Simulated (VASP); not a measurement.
Here is a VASP 6.6.1 calculation.

The input INCAR:

```
SYSTEM = Ta2Si
PREC = Accurate
ENCUT = 520
EDIFF = 1E-7
ISMEAR = 0
SIGMA = 0.1
LREAL = .FALSE.
LASPH = .TRUE.
NELM = 100
ALGO = Fast
ISIF = 2
LWAVE = .FALSE.
LCHARG = .FALSE.
GGA = PS
NBANDS = 35
```

File KPOINTS:

```
regular mesh
0
G
  10 10 10
  0 0 0
```

Contents of POSCAR:

```
Ta2Si
1.0
   -3.0287478135      3.0287478135      2.4837841784
    3.0287478135     -3.0287478135      2.4837841784
    3.0287478135      3.0287478135     -2.4837841784
Ta Si
4 2
Direct
    0.6626128984      0.8373871016      0.5000000000
    0.8373871016      0.3373871016      0.1747742031
    0.3373871016      0.1626128984      0.5000000000
    0.1626128984      0.6626128984      0.8252257969
    0.2500000000      0.2500000000      0.0000000000
    0.7500000000      0.7500000000      0.0000000000
```

Potentials or basis: VASP PAW PBE potentials, release 64 (Ta_pv, Si).

The run is started by

```console
$ cat potpaw_PBE.64/Ta_pv/POTCAR potpaw_PBE.64/Si/POTCAR > POTCAR
$ mpirun -np 1 vasp_std > vasp.out
```

(1) What does it give for the band gap on the k mesh?

(2) What does it give for the largest force?

## Answers

(1) zero (bands 26 and 27 overlap by 0.83 eV).

(2) 0.007 eV/Å.

Caveat: the PAW data sets were made with another functional, which shifts forces and pressure a little; spin-orbit coupling is left out, which moves the levels of the heavy elements.
